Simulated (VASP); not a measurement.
The system is TaVN2.

```
CELL_PARAMETERS angstrom
3.04987 0.00000 0.00000
0.00000 3.04987 0.00000
0.00000 0.00000 4.29606
ATOMIC_POSITIONS crystal
Ta 0.00000 0.00000 0.00000
V 0.50000 0.50000 0.50000
N 0.50000 0.50000 0.00000
N 0.00000 0.00000 0.50000
```

Base run:

```yaml
Program: VASP 6.6.1
Functional: PBE
Potentials_or_basis: VASP PAW PBE potentials, release 64 (Ta_pv, V_sv, N)
Cutoff: 520 eV
k_mesh: 9 × 9 × 6
Occupations: fermi-dirac, width 0.05 eV
Spin: collinear spin, ferromagnetic start
Starting_moments: "[0.0, 3.5, 0.0, 0.0] μB"
```

Its results: pressure -0.1 GPa; net moment 1.14 μB per cell.

Problem. The run is repeated on the same cell with these changes: functional from PBE to PBEsol; moments at the start from [0.0, 3.5, 0.0, 0.0] to [0.0, 2.0, 0.0, 0.0]. What comes out?

Solution. Pressure -11.8 GPa; net moment 0.00 μB per cell.

Caveats: the cell stands under tension (at least some runs); the PAW data sets were made with another functional, which shifts forces and pressure a little (at least some runs).
